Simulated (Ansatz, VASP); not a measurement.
# One calculation of Cu, two programs

INCAR

```
PREC = Accurate
ENCUT = 520
EDIFF = 1E-6
ISMEAR = -1
SIGMA = 0.1
LREAL = False
LASPH = True
NELM = 80
ALGO = Normal
ISIF = 2
LWAVE = False
LCHARG = False
GGA = PE
NBANDS = 12
```

KPOINTS

```
regular mesh
0
Gamma
  21 21 21
```

Contents of POSCAR:

```
Cu
1.0
    2.3407761341      0.0000000000      0.0000000000
    0.0000000000      2.3407761341      0.0000000000
    0.0000000000      0.0000000000      2.3407761341
Cu
1
Direct
    0.0000000000      0.0000000000      0.0000000000
```

Input for Ansatz:

```yaml
crystal:
  lattice:
    - [2.3407761341, 0.0, 0.0]
    - [0.0, 2.3407761341, 0.0]
    - [0.0, 0.0, 2.3407761341]
  atoms:
    - { symbol: Cu, position: [0.0, 0.0, 0.0] }
hamiltonian:
  xc: pbe
  pseudopotentials:
    kind: paw
    azcp:
      Cu: "pseudopotentials/Cu.paw.azcp"
basis:
  ecutwfc: 420
  fft_grid_basis: typed
kpoints:
  mp_grid: { grid: [21, 21, 21], shift: [0, 0, 0] }
magnetization:
  spin_polarized: false
scf:
  occupations: { method: fermi_dirac, width: 0.1 }
output:
  stress: true
```

Alike in both runs: task single point; functional PBE; k mesh 21 × 21 × 21; occupations fermi-dirac, width 0.1 eV; no spin polarisation.

|  | VASP | Ansatz |
| --- | --- | --- |
| version | VASP 6.6.1 | Ansatz 0.2.0 |
| potentials or method | VASP PAW PBE potentials, release 64 (Cu), cutoff 520 eV | plane waves (420 eV) with PAW, scalar-relativistic |
| valence electrons in the cell | 11 | 19 |

Ansatz gave:

- pressure (GPa): 10.4

Problem. What did VASP give for the same quantities?

Solution. Pressure (GPa): 11.1.

With one functional, cell and mesh, what is left measures potentials, basis and numerics. VASP's potentials hold 11 valence electrons a cell and Ansatz's 19, so a difference there can come from the potentials and not from the codes.
